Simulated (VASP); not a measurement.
# O (P1) in VASP: further runs, part 2 of 3

VASP 6.6.1. The steps go on from the part before.

## 3. Single point, PBEsol

INCAR reads:

```
SYSTEM = O
ALGO = Normal ; EDIFF = 1E-6
ENCUT = 520 ; GGA = PS
ISIF = 2 ; ISMEAR = -1
LASPH = .TRUE. ; LCHARG = .FALSE.
LREAL = Auto ; LWAVE = .FALSE.
NBANDS = 62 ; NELM = 60
PREC = Accurate ; SIGMA = 0.2241
```

KPOINTS reads:

```
Automatic mesh
0
Gamma
  3 3 4
  0 0 0.5
```

POSCAR reads:

```
O
1.0
   -2.9385897857      5.0897868114      0.0000000000
    2.9385897857      5.0897868114      0.0000000000
    0.0000000000      3.3931912076     -7.0366406350
O
16
Direct
    0.0557799464      0.0245459169      0.4507545808
    0.1003000943      0.1415974542      0.7750191154
    0.6290503466     -0.0428944106      0.4366430175
    0.5265872788      0.0929153161      1.0032248862
   -0.0814605457      0.6628525975      0.4669944325
   -0.0642976462      0.7379415815      0.8780212491
    0.3154595539      0.6514628997      0.4403703643
    0.3964299365      0.5234201009      1.1440830103
    0.5642443238      0.2910061182      0.1160634801
    0.3889277880      0.4726931374      0.5820014425
    0.9179568841      0.5660391020      0.0329435610
    0.8541160217      0.4906746849      0.5719332859
    0.3475619705      1.0296871210      0.1229950547
    0.3932412997      0.9897992162      0.5367765950
    1.1288219824      1.0268142093     -0.0595332378
    0.9366003448      1.1446280195      0.5711874755
```

Potentials or basis: VASP PAW PBE potentials, release 64 (O).

Command:

```
$ cat potpaw_PBE.64/O/POTCAR > POTCAR
$ mpirun -np 1 vasp_std > vasp.out
```

OUTCAR:

```text
SYSTEM = O
   EDIFF = 1E-6
   ENCUT = 520
   GGA = PS
   ISIF = 2
   ISMEAR = -1
   LASPH = .TRUE.
   LREAL = Auto
   NELM = 60
   PREC = Accurate

 ion  position               nearest neighbor table
   1  0.056  0.025  0.451-  16 1.18   7 1.96
   2  0.100  0.142  0.775-  15 1.24
   3  0.629  0.957  0.437-  14 1.27   5 1.73
   4  0.527  0.093  0.003-  13 1.23   9 1.83
   5  0.919  0.663  0.467-  12 1.17   3 1.73
   6  0.936  0.738  0.878-  11 1.26
   7  0.315  0.651  0.440-  10 1.24   1 1.96
   8  0.396  0.523  0.144-   9 1.27
   9  0.564  0.291  0.116-   8 1.27   4 1.83
  10  0.389  0.473  0.582-   7 1.24
  11  0.918  0.566  0.033-   6 1.26
  12  0.854  0.491  0.572-   5 1.17  16 1.84
  13  0.348  0.030  0.123-   4 1.23
  14  0.393  0.990  0.537-   3 1.27
  15  0.129  0.027  0.940-   2 1.24
  16  0.937  0.145  0.571-   1 1.18  12 1.84

  LATTYP: Found a trigonal (rhomboedric) cell.
 ALAT       =     7.8120456986
 COS(alpha) =     0.7170052526

  Lattice vectors:

 A1 = (   2.9385897857,  -1.6965956038,  -7.0366406350)
 A2 = (  -2.9385897857,  -1.6965956038,  -7.0366406350)
 A3 = (   0.0000000000,   3.3931912076,  -7.0366406350)

Analysis of symmetry for initial positions (statically):
=====================================================================
 Subroutine PRICEL returns:
 Original cell was already a primitive cell.

 Routine SETGRP: Setting up the symmetry group for a
 trigonal (rhombohedral) supercell.

 Subroutine GETGRP returns: Found  1 space group operations
 (whereof  1 operations were pure point group operations)
 out of a pool of 12 trial point group operations.

The static configuration has the point symmetry C_1 .

Analysis of symmetry for dynamics (positions and initial velocities):
=====================================================================
 Subroutine PRICEL returns:
[... 174 lines left out ...]
  Fermi-wavevector in a.u.,A,eV,Ry     =   1.260145  2.381329 21.605589  1.587966
  Thomas-Fermi vector in A             =   2.393670
   LORBIT       =      0    0 simple, 1 ext, 2 COOP (PROOUT), +10 PAW based schemes
   GGA     = PS    functional components
   LHFCALC =     F    Hartree Fock is set to
   AEXX    =    0.0000 exact exchange contribution
   IVDW    =     0    specifies the selected vdW correction
   LEPSILON=     F    determine dielectric tensor
   LRPA    =     F    only Hartree local field effects (RPA)
 non-spin polarized calculation
  energy-cutoff  :      520.00
  volume of cell :      210.49
 maximum number of plane-waves:      5694
 NGX is ok and might be reduce to    48
   NGX = 21   NGY = 21   NGZ = 29

 number of electron      96.0000001 magnetization

 Free energy of the ion-electron system (eV)
  ---------------------------------------------------
  ext. energy  EPLUGINS =         0.00000000
  ---------------------------------------------------
  free energy    TOTEN  =       -77.34736853 eV

  energy without entropy =      -75.18545975  energy(sigma->0) =      -76.26641414

 E-fermi :  -0.2778     XC(G=0):  -8.5959

 val. band max:       -0.2809450137   @ k =  -0.3333   0.3333   0.1250
 cond. band min:      -0.2655641923   @ k =  -0.3333   0.0000   0.3750
 fundamental gap:      0.0153808215
 Fermi energy:        -0.2778208475

 k-point     1 :       0.0000    0.0000    0.1250
  band No.  band energies     occupation
      1     -28.9730      2.00000
      2     -28.3842      2.00000
      3     -26.8339      2.00000
      4     -26.2691      2.00000
      5     -26.1915      2.00000
      6     -25.7585      2.00000
[... 1123 lines left out ...]
     59       7.8057      0.00000
     60       7.9715      0.00000
 [bands above 60 left out]

------------------------ aborting loop because EDIFF is reached ----------------------------------------

  FORCE on cell =-STRESS in cart. coord.  units (eV):
  Direction    XX          YY          ZZ          XY          YZ          ZX
  --------------------------------------------------------------------------------------
  -------------------------------------------------------------------------------------
  Total        9.0156945     14.4941631      5.9109656      3.2458194      0.3968656      0.8310756
  in kB       68.6239706    110.3239495     44.9919783     24.7059189      3.0207870      6.3258254
  external PRESSURE =      74.6466328 kB  Pullay stress =       0.0000000 kB

 VOLUME and BASIS-vectors are now :
 -----------------------------------------------------------------------------
  energy-cutoff  :      520.00
  volume of cell :      210.49
      direct lattice vectors                 reciprocal lattice vectors
    -2.938589786  5.089786811  0.000000000    -0.170149642  0.098235942  0.047371090
     2.938589786  5.089786811  0.000000000     0.170149642  0.098235942  0.047371090
     0.000000000  3.393191208 -7.036640635     0.000000000  0.000000000 -0.142113269

 POSITION                                       TOTAL-FORCE (eV/Angst)
 -----------------------------------------------------------------------------------
     -0.09178      1.93834     -3.17180        -1.188034     -1.067491      3.303461
      0.12136      3.86100     -5.45353        -0.691085      1.633977     -1.944175
      0.96402      9.55481     -3.07250         3.205932      0.887175      0.733365
     -1.27438      3.16408     -0.02269         0.485117     -0.145718      0.397217
     -0.75136      9.63355     -3.28607         1.055138      2.407168      3.352703
     -0.58114     11.49778     -6.17832        -0.676256     -0.848435     -1.659509
[... 8 lines left out ...]
     -0.29976      3.98334     -6.61773         0.536882     -0.799587      0.701883
     -2.32728      7.44137     -4.01924         1.969111     -1.328893     -2.707254
 -----------------------------------------------------------------------------------
    total drift:                                0.000496     -0.005659      0.002558

  FREE ENERGIE OF THE ION-ELECTRON SYSTEM (eV)
  ---------------------------------------------------
  free  energy   TOTEN  =       -77.3473685254 eV

  energy  without entropy=      -75.1854597452  energy(sigma->0) =      -76.26641414
```

Run time: 5 min. Hardware: 1 thread of Intel Xeon 6975P-C (Granite Rapids), shared host; peak memory 0.4 GiB.

Results:

* Free energy: -77.3474 eV
* Pressure: 7.5 GPa
* Largest force: 4.887 eV/Å
* Band gap on the k mesh: 0.02 eV (least direct gap 0.05 eV)

Forces on the atoms (eV/Å):
```
O   -1.188 -1.067  3.303
O   -0.691  1.634 -1.944
O    3.206  0.887  0.733
O    0.485 -0.146  0.397
O    1.055  2.407  3.353
O   -0.676 -0.848 -1.660
O   -1.578 -0.162 -0.897
O   -1.249 -1.149  0.472
O    1.094  2.601 -0.612
O    0.299  0.078  0.525
O    0.334  0.449  1.308
O   -0.767 -2.298 -4.244
O   -0.306 -0.761  0.428
O   -2.524  0.503  0.841
O    0.537 -0.800  0.702
O    1.969 -1.329 -2.707
```

Stress tensor (GPa, compression positive):
```
 6.86  2.47  0.63
 2.47 11.03  0.30
 0.63  0.30  4.50
```

Caveat: the k points lie up to 0.42 Å⁻¹ apart; the standard files for N, O and F lose accuracy on very short bonds; spin is off for a triplet molecule; the atoms stand as in a frame of molecular dynamics; this functional lacks dispersion, which holds the molecules together, so the pressure and a relaxed volume are unreliable; the PAW data sets were made with another functional, which shifts forces and pressure a little; a shifted mesh leaves out Γ, where band edges can lie. A k mesh can miss the band edges.

(Part 2 of 3 ends here.)
